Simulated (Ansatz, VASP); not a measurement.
## Two plane-wave programs on SrRe

```
Sr Re
1.0
     2.97122    0.00000    0.00000
    -1.48561    2.57315    0.00000
     0.00000    0.00000    5.51160
Sr Re
1 1
Direct
  0.33333 0.66667 0.50000
  0.00000 0.00000 0.00000
```

Alike in both runs: functional PBE; k mesh 24 × 24 × 10; occupations gaussian, width 0.1 eV; no spin polarisation.

Ansatz relaxed the structure, and its values are those at the end. VASP's run is a single point on that final structure, the one shown.

```csv
,VASP,Ansatz
version,VASP 6.6.1,Ansatz 0.2.0
potentials or method,"VASP PAW PBE potentials, release 64 (Sr_sv, Re), cutoff 520 eV","scalar-relativistic, plane waves, PAW"
valence electrons in the cell,17,25
```

Ansatz gave:

| Quantity | Value |
| --- | --- |
| gap on the k mesh at the Fermi level (eV) | none |
| pressure (GPa) | 0.0 |

Problem. What did VASP give for the same quantities?

Solution. gap on the k mesh at the Fermi level (eV): none; pressure (GPa): 0.2.

A gap of «none» marks a metal or a gap that the smearing closes. VASP's potentials hold 17 valence electrons a cell and Ansatz's 25, so a difference there can come from the potentials and not from the codes.

Spin-orbit coupling is off throughout.
